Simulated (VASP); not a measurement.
Write the native input for VASP 6.6.1 that does the following.

* Task: single point
* Functional: HSE06
* Potentials or basis: VASP PAW PBE potentials, release 64 (Al, As)
* Cutoff: 400 eV
* k mesh: 6 × 6 × 6
* Occupations: gaussian, width 0.01 eV
* Spin: no spin polarisation
* Dipole correction: no
* Grid for exact exchange (PRECFOCK): Normal
* Further INCAR settings: ALGO = Normal; EDIFF = 1e-06; NBANDS = 11
* Share of exact exchange: 0.25
* Screening parameter: 0.2079 1/Å

AlAs:

```
Al As
1.0
     0.00000    2.83892    2.83892
     2.83892    0.00000    2.83892
     2.83892    2.83892    0.00000
Al As
1 1
Direct
  0.00000 0.00000 0.00000
  0.75000 0.75000 0.75000
```

These files were run (other wordings do the same):

POSCAR

```
AlAs
1.0
    0.0000000000      2.8389248736      2.8389248736
    2.8389248736      0.0000000000      2.8389248736
    2.8389248736      2.8389248736      0.0000000000
Al As
1 1
Direct
    0.0000000000      0.0000000000      0.0000000000
    0.7500000000      0.7500000000      0.7500000000
```

INCAR.step1

```
  PREC = Accurate
  ENCUT = 400
  EDIFF = 1E-5
  ISMEAR = 0
  SIGMA = 0.01
  LREAL = False
  LASPH = True
  NELM = 120
  ALGO = Normal
  ISIF = 2
  LWAVE = True
  LCHARG = False
  NBANDS = 11
  GGA = PE
  GGA_COMPAT = False
```

INCAR.step2

```
  PREC = Accurate
  ENCUT = 400
  EDIFF = 1E-6
  ISMEAR = 0
  SIGMA = 0.01
  LREAL = False
  LASPH = True
  NELM = 120
  ALGO = Normal
  ISIF = 2
  LWAVE = False
  LCHARG = False
  GGA = PE
  LHFCALC = True
  HFSCREEN = 0.2079
  PRECFOCK = Normal
  NBANDS = 11
  ISTART = 1
  GGA_COMPAT = False
```

KPOINTS

```
regular mesh
0
Gamma
  6 6 6
```

Potentials or basis: VASP PAW PBE potentials, release 64 (Al, As).

Command:

```console
$ cat potpaw_PBE.64/Al/POTCAR potpaw_PBE.64/As/POTCAR > POTCAR
$ cp INCAR.step1 INCAR
$ mpirun -np 1 vasp_std > vasp.out
$ cp INCAR.step2 INCAR
$ mpirun -np 1 vasp_std > vasp.out
```

Results of the run:

```json
{
  "Pressure": "-0.1 GPa",
  "Band gap on the k mesh": "2.10 eV (least direct gap 2.85 eV)"
}
```

Caveat: the PAW data sets were made with another functional, which shifts forces and pressure a little.

Wall time 18 min on 1 thread of Intel Xeon 8259CL, on a shared host, peak memory 0.27 GiB.
